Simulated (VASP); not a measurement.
Runs of VASP 6.6.1 on NbAs. The structure is that of space group I4_1md (No. 109), or close to it. The cells are those of the table. 

```tsv
level	potentials or basis	cell	smearing	gap on the mesh (eV)	pressure (GPa)	largest force (eV/Å)
LDA	VASP PAW LDA potentials, release 64 (Nb_sv, As)	a = 6.413 Å, angles 148.4, 148.4, 45.4°, 4 atoms	fermi-dirac 0.05 eV	-	-11.1	0.23
PBEsol	VASP PAW PBE potentials, release 64 (Nb_sv, As)	a = 6.146 Å, angles 148.0, 148.0, 46.0°, 4 atoms	fermi-dirac 0.05 eV	none	10.2	-
r2SCAN	VASP PAW PBE potentials, release 64 (Nb_sv, As)	a = 6.200 Å, angles 148.4, 148.4, 45.4°, 4 atoms	fermi-dirac 0.05 eV	-	14.7	(b)
LDA	VASP PAW LDA potentials, release 64 (Nb_sv, As)	a = 6.287 Å, angles 148.4, 148.4, 45.4°, 4 atoms	fermi-dirac 0.05 eV	-	-1.8	0.30
PBEsol	VASP PAW PBE potentials, release 64 (Nb_sv, As)	a = 6.287 Å, angles 148.4, 148.4, 45.4°, 4 atoms	fermi-dirac 0.05 eV	-	(c)	(a)
PBE	VASP PAW PBE potentials, release 64 (Nb_sv, As)	a = 6.330 Å, angles 148.4, 148.4, 45.4°, 4 atoms	fermi-dirac 0.05 eV	-	3.3	0.30
LDA	VASP PAW LDA potentials, release 64 (Nb_sv, As)	a = 6.371 Å, angles 148.4, 148.4, 45.4°, 4 atoms	fermi-dirac 0.05 eV	-	-8.3	0.25
LDA	VASP PAW LDA potentials, release 64 (Nb_sv, As)	a = 6.330 Å, angles 148.4, 148.4, 45.4°, 4 atoms	fermi-dirac 0.05 eV	-	-5.2	0.28
PBE+D4	VASP PAW PBE potentials, release 64 (Nb_sv, As)	a = 6.307 Å, angles 148.2, 148.2, 45.5°, 4 atoms	fermi-dirac 0.05 eV	0.06	0.1	-
LDA	VASP PAW LDA potentials, release 64 (Nb_sv, As)	a = 6.330 Å, angles 148.4, 148.4, 45.4°, 4 atoms	gaussian 0.1 eV	-	-5.2	0.28
```

Alike in all rows: task single point; no spin polarisation; k mesh 11 × 11 × 11; cutoff (eV) 520.

Task: Fill in the values left out.

Result: (a) 0.32; (b) 0.37; (c) 1.4.

Caveats: the PAW data sets were made with another functional, which shifts forces and pressure a little (some runs).

A k mesh can miss the band edges, and the runs leave out spin-orbit coupling on As, Nb.

A gap of «none» marks levels without a gap at the run's occupations.
